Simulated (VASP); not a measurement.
# AlCu (Pm-3m) in VASP: notebook

AlCu is run at these levels: PBEsol; tasks: single point.

Program: VASP 6.6.1. These are calculated values, not measurements. Logs are shortened: lines on timing, memory, paths and dates and some standing lists are left out, and cuts for length are marked.

## 1. The cell of the first run

The structure is cubic, space group Pm-3m (No. 221). Conventional cell: a = 2.882 Å, b = 2.882 Å, c = 2.882 Å, α = 90.00°, β = 90.00°, γ = 90.00°. Within 3.3 Å of Al (site symmetry m-3m) lie 8 Cu at 2.50 Å and 6 Al at 2.88 Å. Within 3.3 Å of Cu (site symmetry m-3m) lie 8 Al at 2.50 Å and 6 Cu at 2.88 Å.

## 2. Single point, PBEsol (the cell strained)

INCAR

```
PREC     = Accurate       # precision mode
ENCUT    = 520            # plane-wave cutoff, eV
EDIFF    = 1E-6           # SCF threshold, eV
ISMEAR   = 0              # smearing method
SIGMA    = 0.15           # smearing width, eV
LREAL    = F              # projectors in reciprocal space
LASPH    = T              # aspherical terms in the spheres
NELM     = 60             # most SCF steps
ALGO     = Fast           # electronic algorithm
ISIF     = 2              # what is computed and relaxed
LWAVE    = F              # write WAVECAR
LCHARG   = F              # write CHGCAR
GGA      = PS             # functional
NBANDS   = 14             # bands
```

KPOINTS

```
regular mesh
0
Gamma
  16 16 16
```

POSCAR

```
AlCu
1.0
    2.8820961788      0.0000000000      0.0000000000
    0.0000000000      2.8820961788      0.0000000000
    0.0000000000      0.0000000000      2.8820961788
Al Cu
1 1
Direct
    0.0000000000      0.0000000000      0.0000000000
    0.5000000000      0.5000000000      0.5000000000
```

Potentials or basis: VASP PAW PBE potentials, release 64 (Al, Cu).

On the command line:

```bash
$ cat potpaw_PBE.64/Al/POTCAR potpaw_PBE.64/Cu/POTCAR > POTCAR
$ mpirun -np 1 vasp_std > vasp.out
```

OUTCAR:

```text
PREC = Accurate
   ENCUT = 520
   EDIFF = 1E-6
   ISMEAR = 0
   LREAL = F
   LASPH = T
   NELM = 60
   ISIF = 2
   GGA = PS

 ion  position               nearest neighbor table
   1  0.000  0.000  0.000-   2 2.50   2 2.50   2 2.50   2 2.50   2 2.50   2 2.50   2 2.50   2 2.50

   2  0.500  0.500  0.500-   1 2.50   1 2.50   1 2.50   1 2.50   1 2.50   1 2.50   1 2.50   1 2.50

  LATTYP: Found a simple cubic cell.
 ALAT       =     2.8820961788

  Lattice vectors:

 A1 = (   2.8820961788,   0.0000000000,   0.0000000000)
 A2 = (   0.0000000000,   2.8820961788,   0.0000000000)
 A3 = (   0.0000000000,   0.0000000000,   2.8820961788)

Analysis of symmetry for initial positions (statically):
=====================================================================
 Subroutine PRICEL returns:
 Original cell was already a primitive cell.

 Routine SETGRP: Setting up the symmetry group for a
 simple cubic supercell.

 Subroutine GETGRP returns: Found 48 space group operations
 (whereof 48 operations were pure point group operations)
 out of a pool of 48 trial point group operations.

The static configuration has the point symmetry O_h .

Analysis of symmetry for dynamics (positions and initial velocities):
=====================================================================
 Subroutine PRICEL returns:
 Original cell was already a primitive cell.

 Routine SETGRP: Setting up the symmetry group for a
 simple cubic supercell.

 Subroutine GETGRP returns: Found 48 space group operations
 (whereof 48 operations were pure point group operations)
 out of a pool of 48 trial point group operations.

The dynamic configuration has the point symmetry O_h .

 Subroutine INISYM returns: Found 48 space group operations
 (whereof 48 operations are pure point group operations),
 and found     1 'primitive' translations

----------------------------------------------------------------------------------------

                                     Primitive cell

  volume of cell :      23.9401

  direct lattice vectors                    reciprocal lattice vectors
     2.882096179  0.000000000  0.000000000     0.346969684  0.000000000  0.000000000
     0.000000000  2.882096179  0.000000000     0.000000000  0.346969684  0.000000000
     0.000000000  0.000000000  2.882096179     0.000000000  0.000000000  0.346969684

  length of vectors
     2.882096179  2.882096179  2.882096179     0.346969684  0.346969684  0.346969684
[... 91 lines left out ...]
   PSTRESS=    0.0 pullay stress
   NELECT =      14.0000    total number of electrons
   NUPDOWN=      -1.0000    fix difference up-down
   EMIN   =  10.00;   EMAX   =-10.00  energy-range for DOS
   EFERMI =   0.00;   METHOD = LEGACY
   ISMEAR =     0;   SIGMA  =   0.15  broadening in eV -4-tet -1-fermi 0-gaus
   EFERMI_NEDOS =   21; number of points for ismear=-14 and -15
   IALGO  =     68    algorithm
   IMIX   =      4    mixing-type and parameters
     AMIX     =   0.40;   BMIX     =  1.00
     AMIX_MAG =   1.60;   BMIX_MAG =  1.00
  volume/ion in A,a.u.               =      11.97        80.78
  Fermi-wavevector in a.u.,A,eV,Ry     =   1.369018  2.587068 25.500165  1.874209
  Thomas-Fermi vector in A             =   2.494930
   LORBIT       =      0    0 simple, 1 ext, 2 COOP (PROOUT), +10 PAW based schemes
   GGA     = PS    functional components
   LHFCALC =     F    Hartree Fock is set to
   AEXX    =    0.0000 exact exchange contribution
   IVDW    =     0    specifies the selected vdW correction
   LEPSILON=     F    determine dielectric tensor
   LRPA    =     F    only Hartree local field effects (RPA)
 non-spin polarized calculation
 RMM-DIIS sequential band-by-band and
 Gauss-broadening in eV      SIGMA  =   0.15
  energy-cutoff  :      520.00
  volume of cell :       23.94
 maximum number of plane-waves:       662
 NGX is ok and might be reduce to    24
   NGX = 11   NGY = 11   NGZ = 11

 number of electron      13.9999991 magnetization

 Free energy of the ion-electron system (eV)
  ---------------------------------------------------
  ext. energy  EPLUGINS =         0.00000000
  ---------------------------------------------------
  free energy    TOTEN  =        -8.64751449 eV

  energy without entropy =       -8.64149465  energy(sigma->0) =       -8.64450457

 E-fermi :  10.5789     XC(G=0): -12.1729

 val. band max:       10.5662364335   @ k =   0.3125   0.3125   0.3125
 cond. band min:      10.6344837690   @ k =   0.3750   0.3750   0.1875
 fundamental gap:      0.0682473355
 Fermi energy:        10.5789130642

 k-point     1 :       0.0000    0.0000    0.0000
  band No.  band energies     occupation
      1      -1.9646      2.00000
      2       4.9528      2.00000
      3       4.9528      2.00000
      4       6.1910      2.00000
      5       6.1910      2.00000
      6       6.1910      2.00000
      7      14.6341      0.00000
      8      14.6341      0.00000
      9      14.6341      0.00000
     10      16.9904      0.00000
     11      16.9904      0.00000
     12      22.2911      0.00000
     13      30.0233      0.00000
     14      30.0233      0.00000
[... 377 lines left out ...]
      1       2.4827      2.00000
      2       2.5151      2.00000
      3       5.3360      2.00000
      4       5.6946      2.00000
      5       5.6960      2.00000
      6       6.1827      2.00000
      7       7.0815      2.00000
      8      16.0793      0.00000
      9      16.7219      0.00000
     10      19.3571      0.00000
     11      20.0657      0.00000
     12      20.4919      0.00000
     13      24.0536      0.00000
     14      25.1820      0.00000

 [... further k-points ...]

------------------------ aborting loop because EDIFF is reached ----------------------------------------

  FORCE on cell =-STRESS in cart. coord.  units (eV):
  Direction    XX          YY          ZZ          XY          YZ          ZX
  --------------------------------------------------------------------------------------
  -------------------------------------------------------------------------------------
  Total        1.8070155      1.8070155      1.8070155      0.0000000      0.0000000      0.0000000
  in kB      120.9336194    120.9336194    120.9336194      0.0000000      0.0000000      0.0000000
  external PRESSURE =     120.9336194 kB  Pullay stress =       0.0000000 kB

 VOLUME and BASIS-vectors are now :
 -----------------------------------------------------------------------------
  energy-cutoff  :      520.00
  volume of cell :       23.94
      direct lattice vectors                 reciprocal lattice vectors
     2.882096179  0.000000000  0.000000000     0.346969684  0.000000000  0.000000000
     0.000000000  2.882096179  0.000000000     0.000000000  0.346969684  0.000000000
     0.000000000  0.000000000  2.882096179     0.000000000  0.000000000  0.346969684

 POSITION                                       TOTAL-FORCE (eV/Angst)
 -----------------------------------------------------------------------------------
      0.00000      0.00000      0.00000         0.000000      0.000000      0.000000
      1.44105      1.44105      1.44105         0.000000      0.000000      0.000000
 -----------------------------------------------------------------------------------
    total drift:                                0.000000     -0.000000     -0.000000

  FREE ENERGIE OF THE ION-ELECTRON SYSTEM (eV)
  ---------------------------------------------------
  free  energy   TOTEN  =        -8.6475144883 eV

  energy  without entropy=       -8.6414946534  energy(sigma->0) =       -8.64450457
```

OSZICAR:

```text
N       E                     dE             d eps       ncg     rms          rms(c)
DAV:   1     0.524631152033E+02    0.52463E+02   -0.60522E+03  4786   0.132E+03
DAV:   2    -0.874708627822E+01   -0.61210E+02   -0.54938E+02  4962   0.213E+02
DAV:   3    -0.109250671240E+02   -0.21780E+01   -0.21153E+01  5846   0.440E+01
DAV:   4    -0.109625127944E+02   -0.37446E-01   -0.37425E-01  5648   0.487E+00
DAV:   5    -0.109638402504E+02   -0.13275E-02   -0.13274E-02  6748   0.986E-01    0.133E+01
RMM:   6    -0.112811070092E+02   -0.31727E+00   -0.21288E+01  5753   0.795E+01    0.106E+01
RMM:   7    -0.865989105308E+01    0.26212E+01   -0.50995E+00  5485   0.394E+01    0.100E+00
RMM:   8    -0.865046462779E+01    0.94264E-02   -0.21595E-01  5374   0.866E+00    0.561E-01
RMM:   9    -0.864736972395E+01    0.30949E-02   -0.15982E-02  5884   0.112E+00    0.143E-01
RMM:  10    -0.864748474564E+01   -0.11502E-03   -0.26895E-03  6694   0.522E-01    0.954E-02
RMM:  11    -0.864758092142E+01   -0.96176E-04   -0.76211E-04  6143   0.322E-01    0.843E-02
RMM:  12    -0.864750666170E+01    0.74260E-04   -0.23181E-04  6270   0.202E-01    0.233E-02
RMM:  13    -0.864751411521E+01   -0.74535E-05   -0.85376E-05  6788   0.718E-02    0.260E-02
RMM:  14    -0.864751517305E+01   -0.10578E-05   -0.95283E-06  5835   0.254E-02    0.297E-02
RMM:  15    -0.864751448830E+01    0.68475E-06   -0.84743E-07  3703   0.112E-02
   1 F= -.86475145E+01 E0= -.86445046E+01  d E =-.601983E-02
```

Run time: 57 s. Hardware: 1 thread of Intel Xeon 8259CL, shared host; peak memory 0.18 GiB.

Results:

```
Free energy            : -8.6475 eV
Pressure               : 12.1 GPa
Band gap on the k mesh : zero (bands 7 and 8 overlap by 5.01 eV)
```

Caveat: the cell differs from its parent crystal (the cell strained); the cell stands under pressure; the PAW data sets were made with another functional, which shifts forces and pressure a little.

## 3. Single point, PBEsol (the cell strained)

INCAR

```
SYSTEM = AlCu
PREC = Accurate
ENCUT = 520
EDIFF = 1E-6
ISMEAR = 0
SIGMA = 0.15
LREAL = .FALSE.
LASPH = .TRUE.
NELM = 80
ALGO = Normal
ISIF = 2
LWAVE = .FALSE.
LCHARG = .FALSE.
GGA = PS
NBANDS = 14
```

KPOINTS

```
Automatic mesh
0
G
  16 16 16
  0 0 0
```

POSCAR

```
AlCu
1.0
    2.9066309463      0.0000000000      0.0000000000
    0.0000000000      2.9066309463      0.0000000000
    0.0000000000      0.0000000000      2.9066309463
Al Cu
1 1
Direct
    0.0000000000      0.0000000000      0.0000000000
    0.5000000000      0.5000000000      0.5000000000
```

Potentials or basis: VASP PAW PBE potentials, release 64 (Al, Cu).

On the command line:

```bash
$ cat potpaw_PBE.64/Al/POTCAR potpaw_PBE.64/Cu/POTCAR > POTCAR
$ mpirun -np 1 vasp_std > vasp.out
```

Run time: 58 s. Hardware: 1 thread of Intel Xeon 8259CL, shared host; peak memory 0.18 GiB.

The run converged. Its results:

```
Free energy            : -8.6856 eV
Pressure               : 8.3 GPa
Band gap on the k mesh : zero (bands 7 and 8 overlap by 4.93 eV)
```

Levels at points of the mesh, in eV from the Fermi level:
| k point | band 4 | band 5 | band 6 | band 7 | band 8 | band 9 | band 10 | band 11 |
| --- | --- | --- | --- | --- | --- | --- | --- | --- |
| (0.00, 0.00, 0.00) | -4.28 | -4.28 | -4.28 | 4.00 | 4.00 | 4.00 | 6.39 | 6.39 |
| (0.50, 0.00, 0.00) | -4.77 | -4.77 | -4.22 | -3.42 | 7.18 | 8.30 | 8.30 | 9.15 |
| (0.50, 0.50, 0.00) | -4.66 | -4.15 | -4.15 | -3.84 | -0.93 | 0.06 | 10.91 | 13.32 |
| (0.50, 0.50, 0.50) | -3.82 | -3.82 | 0.47 | 0.47 | 0.47 | 2.33 | 2.33 | 2.33 |

Caveat: the cell differs from its parent crystal (the cell strained); the cell stands under pressure; the PAW data sets were made with another functional, which shifts forces and pressure a little.

## 4. Single point, PBEsol (the cell strained)

INCAR

```
SYSTEM = AlCu
PREC     = Accurate       ! precision mode
ENCUT    = 520            ! plane-wave cutoff, eV
EDIFF    = 1E-6           ! SCF threshold, eV
ISMEAR   = 0              ! smearing method
SIGMA    = 0.15           ! smearing width, eV
LREAL    = .False.        ! projectors in reciprocal space
LASPH    = .True.         ! aspherical terms in the spheres
NELM     = 80             ! most SCF steps
ALGO     = Normal         ! electronic algorithm
ISIF     = 2              ! what is computed and relaxed
LWAVE    = .False.        ! write WAVECAR
LCHARG   = .True.         ! write CHGCAR
GGA      = PS             ! functional
LELF     = .True.         ! ELF
LVHAR    = .True.       
NBANDS   = 14             ! bands
```

KPOINTS

```
Automatic mesh
0
Gamma
  16 16 16
  0 0 0
```

POSCAR

```
AlCu
1.0
    2.9314613133      0.0000000000      0.0000000000
    0.0000000000      2.9314613133      0.0000000000
    0.0000000000      0.0000000000      2.9314613133
Al Cu
1 1
Direct
    0.0000000000      0.0000000000      0.0000000000
    0.5000000000      0.5000000000      0.5000000000
```

On the command line:

```bash
$ cat potpaw_PBE.64/Al/POTCAR potpaw_PBE.64/Cu/POTCAR > POTCAR
$ mpirun -np 1 vasp_std > vasp.out
```

Run time: 64 s. Hardware: 1 thread of Intel Xeon 8259CL, shared host; peak memory 0.18 GiB.

Results (log left out):

```
Free energy            : -8.7086 eV
Pressure               : 4.3 GPa
Band gap on the k mesh : zero (bands 7 and 8 overlap by 4.86 eV)
```

Levels at points of the mesh, in eV from the Fermi level:
```tsv
k point	band 3	band 4	band 5	band 6	band 7	band 8	band 9	band 10	band 11	band 12
(0.00, 0.00, 0.00)	-5.30	-4.17	-4.17	-4.17	3.95	3.95	3.95	6.36	6.36	10.93
(0.50, 0.00, 0.00)	-5.00	-4.64	-4.64	-4.11	-3.35	7.19	8.22	8.22	8.96	8.96
(0.50, 0.50, 0.00)	-4.53	-4.53	-4.03	-4.03	-3.75	-0.91	0.00	10.68	13.18	13.18
(0.50, 0.50, 0.50)	-5.86	-3.73	-3.73	0.55	0.55	0.55	2.25	2.29	2.29	2.29
```

Caveat: the cell differs from its parent crystal (the cell strained); the cell stands under pressure; the PAW data sets were made with another functional, which shifts forces and pressure a little.

## 5. Overview

| cell | gap on the mesh (eV) | pressure (GPa) |
| --- | --- | --- |
| a = 2.882 Å, 2 atoms | none | 12.1 |
| a = 2.907 Å, 2 atoms | none | 8.3 |
| a = 2.931 Å, 2 atoms | none | 4.3 |

Alike in all rows: task single point; level PBEsol; potentials or basis VASP PAW PBE potentials, release 64 (Al, Cu); no spin polarisation; k mesh 16 × 16 × 16; cutoff (eV) 520; smearing gaussian 0.15 eV.

Caveats: the cell stands under pressure; the PAW data sets were made with another functional, which shifts forces and pressure a little.

Absolute energies hang on the potentials; compare differences alone.
